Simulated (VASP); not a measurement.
**K: single point with LDA**

Crystal: K.

```
K
1.0
     4.76240    0.00000    0.00000
    -2.38120    4.12436    0.00000
     0.00000    0.00000    7.82997
K
2
Direct
  0.33333 0.66667 0.25000
  0.66667 0.33333 0.75000
```

* Program: VASP 6.6.1
* Task: single point
* Functional: LDA
* Potentials or basis: VASP PAW LDA potentials, release 64 (K_sv)
* Cutoff: 520 eV
* k mesh: 6 × 6 × 3
* Occupations: gaussian, width 0.3 eV
* Spin: no spin polarisation

| Property | Result |
| --- | --- |
| Pressure | -0.5 GPa |
| Band gap on the k mesh | zero (band 9 reaches 0.62 eV, above the bottom of band 10 at -1.31 eV) |

Stress tensor (GPa, compression positive):
```
-0.52  0.00  0.00
 0.00 -0.52  0.00
 0.00  0.00 -0.61
```

Levels at points of the mesh, in eV from the Fermi level:
```tsv
k point	band 7	band 8	band 9	band 10	band 11	band 12
(0.00, 0.00, 0.00)	-15.51	-15.51	-2.08	0.27	0.58	3.97
(0.50, 0.00, 0.00)	-15.52	-15.52	0.12	0.31	1.68	1.95
```

Run time: 17 s on 1 thread of Intel(R) Xeon(R) 6975P-C (Granite Rapids) (shared host), peak memory 0.21 GiB.
